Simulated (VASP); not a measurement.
# GaP (R-3m) in VASP: a series of runs

Runs on GaP. Level: LDA. Tasks: single point.

Program: VASP 6.6.1. These are calculated values, not measurements. Logs are shortened: lines on timing, memory, paths and dates and some standing lists are left out, and cuts for length are marked.

## (1) The cell of the first run

Symmetry: R-3m, No. 166, trigonal system. The conventional cell has a = 4.067 Å, b = 4.067 Å, c = 16.889 Å, α = 90.00°, β = 90.00°, γ = 120.00°. Within 2.9 Å of Ga (site symmetry 3m) lie 1 Ga at 2.16 Å and 3 P at 2.47 Å. Within 2.6 Å of P (site symmetry 3m) lie 1 P at 1.96 Å and 3 Ga at 2.47 Å.

## (2) Single point, LDA (20.17 Å³/atom)

Contents of INCAR:

```
SYSTEM = GaP
ALGO     = Normal         ! electronic algorithm
EDIFF    = 1E-6           ! SCF threshold, eV
ENCUT    = 520            ! plane-wave cutoff, eV
GGA      = CA             ! functional
ISIF     = 2              ! what is computed and relaxed
ISMEAR   = 0              ! smearing method
LASPH    = .TRUE.         ! aspherical terms in the spheres
LCHARG   = .TRUE.         ! write CHGCAR
LELF     = .TRUE.         ! ELF
LREAL    = .FALSE.        ! projectors in reciprocal space
LVHAR    = .TRUE.       
LWAVE    = .FALSE.        ! write WAVECAR
NBANDS   = 26             ! bands
NELM     = 60             ! most SCF steps
PREC     = Accurate       ! precision mode
SIGMA    = 0.05           ! smearing width, eV
```

Contents of KPOINTS:

```
k-points
0
G
  9 9 9
  0 0 0
```

Contents of POSCAR:

```
GaP
1.0
    2.0336984476      1.1741563462      5.6298196225
   -2.0336984476      1.1741563462      5.6298196225
    0.0000000000     -2.3483126923      5.6298196225
Ga P
2 2
Direct
    0.4359784395      0.4359784395      0.4359784395
    0.5640215605      0.5640215605      0.5640215605
    0.0580350955      0.0580350955      0.0580350955
    0.9419649045      0.9419649045      0.9419649045
```

Potentials or basis: VASP PAW LDA potentials, release 64 (Ga_d, P).

The run is started by

```bash
$ cat potpaw_LDA.64/Ga_d/POTCAR potpaw_LDA.64/P/POTCAR > POTCAR
$ mpirun -np 1 vasp_std > vasp.out
```

OUTCAR:

```text
SYSTEM = GaP
   EDIFF = 1E-6
   ENCUT = 520
   GGA = CA
   ISIF = 2
   ISMEAR = 0
   LASPH = .TRUE.
   LREAL = .FALSE.
   NELM = 60
   PREC = Accurate

 ion  position               nearest neighbor table
   1  0.436  0.436  0.436-   2 2.16   3 2.47   3 2.47   3 2.47
   2  0.564  0.564  0.564-   1 2.16   4 2.47   4 2.47   4 2.47
   3  0.058  0.058  0.058-   4 1.96   1 2.47   1 2.47   1 2.47
   4  0.942  0.942  0.942-   3 1.96   2 2.47   2 2.47   2 2.47

  LATTYP: Found a trigonal (rhomboedric) cell.
 ALAT       =     6.0999542197
 COS(alpha) =     0.7776946274

  Lattice vectors:

 A1 = (   2.0336984476,   1.1741563462,   5.6298196225)
 A2 = (  -2.0336984476,   1.1741563462,   5.6298196225)
 A3 = (   0.0000000000,  -2.3483126923,   5.6298196225)

Analysis of symmetry for initial positions (statically):
=====================================================================
 Subroutine PRICEL returns:
 Original cell was already a primitive cell.

 Routine SETGRP: Setting up the symmetry group for a
 trigonal (rhombohedral) supercell.

 Subroutine GETGRP returns: Found 12 space group operations
 (whereof 12 operations were pure point group operations)
 out of a pool of 12 trial point group operations.

The static configuration has the point symmetry D_3d.

Analysis of symmetry for dynamics (positions and initial velocities):
=====================================================================
 Subroutine PRICEL returns:
 Original cell was already a primitive cell.

 Routine SETGRP: Setting up the symmetry group for a
 trigonal (rhombohedral) supercell.

 Subroutine GETGRP returns: Found 12 space group operations
 (whereof 12 operations were pure point group operations)
 out of a pool of 12 trial point group operations.

The dynamic configuration has the point symmetry D_3d.

 Subroutine INISYM returns: Found 12 space group operations
 (whereof 12 operations are pure point group operations),
 and found     1 'primitive' translations

----------------------------------------------------------------------------------------

                                     Primitive cell

  volume of cell :      80.6600

  direct lattice vectors                    reciprocal lattice vectors
     2.033698448  1.174156346  5.629819623     0.245857492  0.141945889  0.059208528
    -2.033698448  1.174156346  5.629819623    -0.245857492  0.141945889  0.059208528
     0.000000000 -2.348312692  5.629819623     0.000000000 -0.283891778  0.059208528

  length of vectors
     6.099954220  6.099954220  6.099954220     0.290000331  0.290000331  0.290000331

  position of ions in fractional coordinates (direct lattice)
     0.435978439  0.435978439  0.435978439
     0.564021561  0.564021561  0.564021561
     0.058035096  0.058035096  0.058035096
     0.941964904  0.941964904  0.941964904

  ion indices of the primitive-cell ions
   primitive index   ion index
                 1           1
                 2           2
                 3           3
                 4           4

----------------------------------------------------------------------------------------

 KPOINTS: k-points

Automatic generation of k-mesh.
 Grid dimensions read from file:
 generate k-points for:    9    9    9

 Generating k-lattice:

  Cartesian coordinates                     Fractional coordinates (reciprocal lattice)
     0.027317499  0.015771765  0.006578725     0.111111111 -0.000000000 -0.000000000
    -0.027317499  0.015771765  0.006578725    -0.000000000  0.111111111 -0.000000000
     0.000000000 -0.031543531  0.006578725     0.000000000  0.000000000  0.111111111

  Length of vectors
     0.032222259  0.032222259  0.032222259

  Shift w.r.t. Gamma in fractional coordinates (k-lattice)
     0.000000000  0.000000000  0.000000000

 Subroutine IBZKPT returns following result:
 ===========================================

 Found     85 irreducible k-points:

 Following reciprocal coordinates:
            Coordinates               Weight
  0.000000  0.000000  0.000000      1.000000
  0.111111  0.000000  0.000000      6.000000
  0.222222 -0.000000  0.000000      6.000000
  0.333333  0.000000  0.000000      6.000000
  0.444444 -0.000000  0.000000      6.000000
  0.111111  0.111111  0.000000      6.000000
[... 16 lines left out ...]
 -0.333333  0.333333  0.000000      6.000000
  0.444444  0.444444  0.000000      6.000000
 [... further k-points ...]
   k-points           NKPTS =     85   k-points in BZ     NKDIM =     85   number of bands    NBANDS=     26
   number of dos      NEDOS =    301   number of ions     NIONS =      4
   total plane-waves  NPLWV = 110592
   dimension x,y,z NGX =    48 NGY =   48 NGZ =   48
   dimension x,y,z NGXF=    96 NGYF=   96 NGZF=   96
   ions per type =               2   2
   NGX,Y,Z   is equivalent  to a cutoff of  13.08, 13.08, 13.08 a.u.
   NGXF,Y,Z  is equivalent  to a cutoff of  26.16, 26.16, 26.16 a.u.
 SYSTEM =  GaP
[... 63 lines left out ...]
 Fermi energy:         4.8309877911

 k-point     1 :       0.0000    0.0000    0.0000
  band No.  band energies     occupation
      1     -10.4253      2.00000
      2     -10.1053      2.00000
      3     -10.1053      2.00000
      4      -9.9443      2.00000
      5      -9.9443      2.00000
      6      -9.8691      2.00000
[... 18 lines left out ...]
     25      10.1071      0.00000
     26      12.2073      0.00000

 k-point     2 :       0.1111    0.0000    0.0000
  band No.  band energies     occupation
      1     -10.4238      2.00000
      2     -10.1154      2.00000
      3     -10.1052      2.00000
      4      -9.9480      2.00000
      5      -9.9406      2.00000
      6      -9.8790      2.00000
[... 18 lines left out ...]
     25      10.1927      0.00000
     26      12.7565      0.00000

 k-point     3 :       0.2222   -0.0000    0.0000
  band No.  band energies     occupation
      1     -10.4201      2.00000
      2     -10.1390      2.00000
      3     -10.1052      2.00000
      4      -9.9572      2.00000
      5      -9.9313      2.00000
      6      -9.8979      2.00000
[... 18 lines left out ...]
     25      10.4180      0.00000
     26      12.3418      0.00000

 k-point     4 :       0.3333    0.0000    0.0000
  band No.  band energies     occupation
      1     -10.4161      2.00000
      2     -10.1627      2.00000
      3     -10.1051      2.00000
      4      -9.9675      2.00000
      5      -9.9206      2.00000
      6      -9.9135      2.00000
[... 18 lines left out ...]
     25      11.1197      0.00000
     26      12.6172      0.00000

 k-point     5 :       0.4444   -0.0000    0.0000
  band No.  band energies     occupation
      1     -10.4136      2.00000
      2     -10.1767      2.00000
      3     -10.1051      2.00000
      4      -9.9740      2.00000
      5      -9.9219      2.00000
      6      -9.9137      2.00000
[... 18 lines left out ...]
     25      11.7391      0.00000
     26      13.0455      0.00000

 k-point     6 :       0.1111    0.1111    0.0000
  band No.  band energies     occupation
      1     -10.4238      2.00000
      2     -10.1137      2.00000
      3     -10.1065      2.00000
      4      -9.9500      2.00000
      5      -9.9405      2.00000
      6      -9.8777      2.00000
[... 427 lines left out ...]
 k-point    21 :       0.4444    0.3333    0.0000
  band No.  band energies     occupation
      1     -10.4135      2.00000
      2     -10.1349      2.00000
      3     -10.1151      2.00000
      4     -10.0232      2.00000
      5      -9.9227      2.00000
      6      -9.8830      2.00000
[... 18 lines left out ...]
     25      12.1735      0.00000
     26      13.5619      0.00000

 k-point    22 :      -0.4444    0.3333    0.0000
  band No.  band energies     occupation
      1     -10.4118      2.00000
      2     -10.1448      2.00000
      3     -10.1179      2.00000
      4     -10.0146      2.00000
      5      -9.9351      2.00000
      6      -9.8708      2.00000
[... 18 lines left out ...]
     25      11.6623      0.00000
     26      13.0599      0.00000

 k-point    23 :      -0.3333    0.3333    0.0000
  band No.  band energies     occupation
      1     -10.4112      2.00000
      2     -10.1576      2.00000
      3     -10.1167      2.00000
      4      -9.9946      2.00000
      5      -9.9487      2.00000
      6      -9.8657      2.00000
[... 18 lines left out ...]
     25      11.9166      0.00000
     26      12.4761      0.00000

 k-point    24 :       0.4444    0.4444    0.0000
  band No.  band energies     occupation
      1     -10.4128      2.00000
      2     -10.1248      2.00000
      3     -10.1153      2.00000
      4     -10.0454      2.00000
      5      -9.9121      2.00000
      6      -9.8887      2.00000
[... 18 lines left out ...]
     25      12.9514      0.00000
     26      13.7519      0.00000

 [... further k-points ...]

------------------------ aborting loop because EDIFF is reached ----------------------------------------

  FORCE on cell =-STRESS in cart. coord.  units (eV):
  Direction    XX          YY          ZZ          XY          YZ          ZX
  --------------------------------------------------------------------------------------
  -------------------------------------------------------------------------------------
  Total       -5.0418522     -5.0418522     17.0672166      0.0000000      0.0000000      0.0000000
  in kB     -100.1480443   -100.1480443    339.0119947      0.0000000      0.0000000      0.0000000
  external PRESSURE =      46.2386354 kB  Pullay stress =       0.0000000 kB

 VOLUME and BASIS-vectors are now :
 -----------------------------------------------------------------------------
  energy-cutoff  :      520.00
  volume of cell :       80.66
      direct lattice vectors                 reciprocal lattice vectors
     2.033698448  1.174156346  5.629819623     0.245857492  0.141945889  0.059208528
    -2.033698448  1.174156346  5.629819623    -0.245857492  0.141945889  0.059208528
     0.000000000 -2.348312692  5.629819623     0.000000000 -0.283891778  0.059208528

 POSITION                                       TOTAL-FORCE (eV/Angst)
 -----------------------------------------------------------------------------------
      0.00000      0.00000      7.36344         0.000000     -0.000000     -2.324367
      0.00000      0.00000      9.52602         0.000000      0.000000      2.324367
      0.00000      0.00000      0.98018         0.000000      0.000000      4.036071
      0.00000      0.00000     15.90928         0.000000     -0.000000     -4.036071
 -----------------------------------------------------------------------------------
    total drift:                                0.000000      0.000000      0.000000

  FREE ENERGIE OF THE ION-ELECTRON SYSTEM (eV)
  ---------------------------------------------------
  free  energy   TOTEN  =       -19.1484689767 eV

  energy  without entropy=      -19.1479961313  energy(sigma->0) =      -19.14823255
```

Run time: 2.6 min. Hardware: 1 thread of Intel Xeon 6975P-C (Granite Rapids), shared host; peak memory 0.34 GiB.

Results:

- Free energy: -19.1485 eV
- Pressure: 4.6 GPa
- Largest force: 4.036 eV/Å
- Band gap on the k mesh: zero (bands 18 and 19 overlap by 0.27 eV)

Forces on the atoms (eV/Å):
```
Ga   0.000  0.000 -2.324
Ga   0.000  0.000  2.324
P    0.000  0.000  4.036
P    0.000  0.000 -4.036
```

Levels at points of the mesh, in eV from the Fermi level:
| k point | band 15 | band 16 | band 17 | band 18 | band 19 | band 20 | band 21 | band 22 |
| --- | --- | --- | --- | --- | --- | --- | --- | --- |
| (0.00, 0.00, 0.00) | -2.77 | -0.31 | 0.02 | 0.09 | 0.09 | 1.27 | 2.80 | 2.80 |

Caveat: the stress differs along the axes, from -10 to 34 GPa; semilocal functionals underestimate gaps, and a narrow one can read as zero; forces of over 1 eV/Å act on the atoms, so gaps and moduli don't describe the material at rest.

## (3) Single point, LDA (20.17 Å³/atom)

Contents of INCAR:

```
PREC = Accurate
ENCUT = 520
EDIFF = 1E-6
ISMEAR = 0
SIGMA = 0.05
LREAL = False
LASPH = True
NELM = 80
ALGO = Normal
ISIF = 2
LWAVE = False
LCHARG = True
GGA = CA
LELF = True
LVHAR = True
NBANDS = 26
```

Contents of KPOINTS:

```
regular mesh
0
Gamma
  9 9 9
```

Contents of POSCAR:

```
GaP
1.0
    1.8013365770      1.0400021576      7.1759244771
   -1.8013365770      1.0400021576      7.1759244771
    0.0000000000     -2.0800043152      7.1759244771
Ga P
2 2
Direct
    0.4359784395      0.4359784395      0.4359784395
    0.5640215605      0.5640215605      0.5640215605
    0.0580350955      0.0580350955      0.0580350955
    0.9419649045      0.9419649045      0.9419649045
```

Potentials or basis: VASP PAW LDA potentials, release 64 (Ga_d, P).

The run is started by

```bash
$ cat potpaw_LDA.64/Ga_d/POTCAR potpaw_LDA.64/P/POTCAR > POTCAR
$ mpirun -np 1 vasp_std > vasp.out
```

Run time: 4.8 min. Hardware: 1 thread of Intel Xeon 6975P-C (Granite Rapids), shared host; peak memory 0.41 GiB.

The run converged. Its results:

| Quantity | Value |
| --- | --- |
| Free energy | -19.4553 eV |
| Pressure | 0.8 GPa |
| Largest force | 0.929 eV/Å |
| Band gap on the k mesh | zero (bands 18 and 19 overlap by 0.48 eV) |

Forces on the atoms (eV/Å):
```
Ga   0.000  0.000  0.518
Ga   0.000  0.000 -0.518
P    0.000  0.000 -0.929
P    0.000  0.000  0.929
```

Stress tensor (GPa, compression positive):
```
  9.41   0.00   0.00
  0.00   9.41   0.00
  0.00   0.00 -16.55
```

Levels at points of the mesh, in eV from the Fermi level:
| k point | band 15 | band 16 | band 17 | band 18 | band 19 | band 20 | band 21 | band 22 |
| --- | --- | --- | --- | --- | --- | --- | --- | --- |
| (0.00, 0.00, 0.00) | -0.83 | -0.73 | -0.73 | 0.26 | 0.26 | 2.82 | 3.70 | 4.57 |

Caveat: the stress differs along the axes, from -17 to 9 GPa; semilocal functionals underestimate gaps, and a narrow one can read as zero.

## (4) Single point, LDA (20.17 Å³/atom)

Contents of INCAR:

```
ALGO = Normal
EDIFF = 1E-7
ENCUT = 520
ISIF = 2
ISMEAR = 0
LASPH = T
LCHARG = F
LREAL = F
LWAVE = F
NBANDS = 26
NELM = 60
PREC = Accurate
SIGMA = 0.05
```

Contents of KPOINTS:

```
k-points
0
Gamma
  9 9 9
```

Contents of POSCAR:

```
GaP
1.0
    1.8381304468      1.0612451083      6.8915186711
   -1.8381304468      1.0612451083      6.8915186711
    0.0000000000     -2.1224902165      6.8915186711
Ga P
2 2
Direct
    0.4359784395      0.4359784395      0.4359784395
    0.5640215605      0.5640215605      0.5640215605
    0.0580350955      0.0580350955      0.0580350955
    0.9419649045      0.9419649045      0.9419649045
```

The run is started by

```bash
$ cat potpaw_LDA.64/Ga_d/POTCAR potpaw_LDA.64/P/POTCAR > POTCAR
$ mpirun -np 1 vasp_std > vasp.out
```

Run time: 4.7 min. Hardware: 1 thread of Intel Xeon 6975P-C (Granite Rapids), shared host; peak memory 0.38 GiB.

It converged, with:

| Quantity | Value |
| --- | --- |
| Free energy | -19.9378 eV |
| Pressure | -1.0 GPa |
| Largest force | 0.882 eV/Å |
| Band gap on the k mesh | zero (filled and empty bands touch) |

Forces on the atoms (eV/Å):
```
Ga   0.000  0.000  0.421
Ga   0.000  0.000 -0.421
P    0.000  0.000 -0.882
P    0.000  0.000  0.882
```

Stress tensor (GPa, compression positive):
```
  5.92   0.00   0.00
  0.00   5.92   0.00
  0.00   0.00 -14.79
```

Levels at points of the mesh, in eV from the Fermi level:
| k point | band 16 | band 17 | band 18 | band 19 | band 20 | band 21 |
| --- | --- | --- | --- | --- | --- | --- |
| (0.00, 0.00, 0.00) | -0.76 | -0.17 | -0.02 | -0.02 | 2.06 | 3.11 |

Caveat: the stress differs along the axes, from -15 to 6 GPa; semilocal functionals underestimate gaps, and a narrow one can read as zero.

## (5) Single point, LDA (20.69 Å³/atom)

This run uses another cell than the first one, of 20.69 Å³/atom.

Contents of INCAR:

```
PREC = Accurate
ENCUT = 520
EDIFF = 1E-6
ISMEAR = 0
SIGMA = 0.05
LREAL = F
LASPH = T
NELM = 60
ALGO = Normal
ISIF = 2
LWAVE = F
LCHARG = T
LELF = T
LVHAR = T
NBANDS = 26
```

Contents of KPOINTS:

```
Automatic mesh
0
Gamma
  9 9 9
```

Contents of POSCAR:

```
GaP
1.0
    1.8167770204      1.0489167018      7.2374340570
   -1.8167770204      1.0489167018      7.2374340570
    0.0000000000     -2.0978334036      7.2374340570
Ga P
2 2
Direct
    0.4359784395      0.4359784395      0.4359784395
    0.5640215605      0.5640215605      0.5640215605
    0.0580350955      0.0580350955      0.0580350955
    0.9419649045      0.9419649045      0.9419649045
```

The run is started by

```bash
$ cat potpaw_LDA.64/Ga_d/POTCAR potpaw_LDA.64/P/POTCAR > POTCAR
$ mpirun -np 1 vasp_std > vasp.out
```

Wall time 4.4 min (1 thread of Intel Xeon 6975P-C (Granite Rapids), shared host); peak memory 0.4 GiB.

It converged, with:

```yaml
Free_energy: -19.4517 eV
Pressure: -1.2 GPa
Largest_force: 0.777 eV/Å
Band_gap_on_the_k_mesh: zero (bands 18 and 19 overlap by 0.46 eV)
```

Forces on the atoms (eV/Å):
```
Ga   0.000  0.000  0.358
Ga   0.000  0.000 -0.358
P    0.000  0.000 -0.777
P    0.000  0.000  0.777
```

Stress tensor (GPa, compression positive):
```
  6.85   0.00   0.00
  0.00   6.85   0.00
  0.00   0.00 -17.28
```

Levels at points of the mesh, in eV from the Fermi level:
```tsv
k point	band 14	band 15	band 16	band 17	band 18	band 19	band 20	band 21	band 22	band 23
(0.00, 0.00, 0.00)	-0.88	-0.78	-0.71	-0.71	0.25	0.25	2.74	3.56	4.56	4.56
```

Caveat: the stress differs along the axes, from -17 to 7 GPa; semilocal functionals underestimate gaps, and a narrow one can read as zero.

## (6) Summary

| cell | gap on the mesh (eV) | pressure (GPa) | largest force (eV/Å) |
| --- | --- | --- | --- |
| a = 6.100 Å, angles 39.0°, 4 atoms | none | 4.6 | 4.04 |
| a = 7.471 Å, angles 27.9°, 4 atoms | none | 0.8 | 0.93 |
| a = 7.211 Å, angles 29.5°, 4 atoms | none | -1.0 | 0.88 |
| a = 7.535 Å, angles 27.9°, 4 atoms | none | -1.2 | 0.78 |

Alike in all rows: task single point; level LDA; potentials or basis VASP PAW LDA potentials, release 64 (Ga_d, P); no spin polarisation; k mesh 9 × 9 × 9; cutoff (eV) 520; smearing gaussian 0.05 eV.

Caveats: semilocal functionals underestimate gaps, and a narrow one can read as zero; the stress differs along the axes, from -10 to 34 GPa (at least some runs); forces of over 1 eV/Å act on the atoms, so gaps and moduli don't describe the material at rest (at least some runs); the stress differs along the axes, from -17 to 9 GPa (at least some runs); the stress differs along the axes, from -15 to 6 GPa (at least some runs); the stress differs along the axes, from -17 to 7 GPa (at least some runs).

Total energies depend on the potentials used, so only differences within one code and one set of settings carry meaning.
